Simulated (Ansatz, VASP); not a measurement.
# Ge2Sb2O in VASP and in Ansatz

File INCAR:

```
SYSTEM = Ge2Sb2O
ALGO = Normal ; EDIFF = 1E-6
ENCUT = 520 ; GGA = PE
ISIF = 2 ; ISMEAR = 0
LASPH = .True. ; LCHARG = .True.
LELF = .True. ; LREAL = .False.
LVHAR = .True. ; LWAVE = .False.
NBANDS = 30 ; NELM = 80
PREC = Accurate ; SIGMA = 0.1
```

File KPOINTS:

```
k-points
0
Gamma
  4 4 4
  0 0 0
```

POSCAR

```
Ge2Sb2O
1.0
    4.4327953900      0.0000000000      0.0000000000
    0.0000000000      4.4327953900      0.0000000000
    0.0000000000      0.0000000000      6.0129564300
Ge Sb O
2 2 1
Direct
    0.5000000000      0.5000000000      0.2399999900
    0.5000000000      0.5000000000      0.7600000100
    0.0000000000      0.5000000000      0.5000000000
    0.5000000000      0.0000000000      0.5000000000
    0.0000000000      0.0000000000      0.0000000000
```

Input for Ansatz:

```yaml
crystal:
  lattice:
    - [4.43279539, 0.0, 0.0]
    - [0.0, 4.43279539, 0.0]
    - [0.0, 0.0, 6.01295643]
  atoms:
    - { symbol: Ge, position: [0.5, 0.5, 0.23999999] }
    - { symbol: Ge, position: [0.5, 0.5, 0.76000001] }
    - { symbol: Sb, position: [0.0, 0.5, 0.5] }
    - { symbol: Sb, position: [0.5, 0.0, 0.5] }
    - { symbol: O, position: [0.0, 0.0, 0.0] }
basis:
  ecutwfc: 420
kpoints:
  mp_grid: { grid: [4, 4, 4] }
hamiltonian:
  xc: pbe
scf:
  occupations: { method: gaussian, width: 0.1 }
  lower_state_search: "off"
output:
  forces: true
  stress: true
  eigenvalues: true
```

Change from the starting cell: species swapped into the CeMg2Si2 type (P4/mmm, No. 123).

Alike in both runs: task single point; functional PBE; k mesh 4 × 4 × 4; occupations gaussian, width 0.1 eV; no spin polarisation.

|  | VASP | Ansatz |
| --- | --- | --- |
| version | VASP 6.6.1 | Ansatz 0.2.0 |
| potentials or method | VASP PAW PBE potentials, release 64 (Ge_d, Sb, O), cutoff 520 eV | scalar-relativistic, plane waves, PAW |
| valence electrons in the cell | 44 | 64 |

|  | VASP | Ansatz | Ansatz less VASP |
| --- | --- | --- | --- |
| gap on the k mesh at the Fermi level (eV) | none | none | - |
| pressure (GPa) | 7.1 | 7.1 | -0.02 |
| traceless stress, the component that is largest in VASP (GPa) | -1.86 | -1.86 | +0.003 |
| rms of the force components (eV/Å) | 1.176 | 1.169 | -0.0069 |

Atom by atom the forces differ by 0.007 eV/Å (rms over components). A gap of «none» marks a metal or a gap that the smearing closes. VASP's potentials hold 44 valence electrons a cell and Ansatz's 64, so a difference there can come from the potentials and not from the codes.

Neither program's run includes spin-orbit coupling.
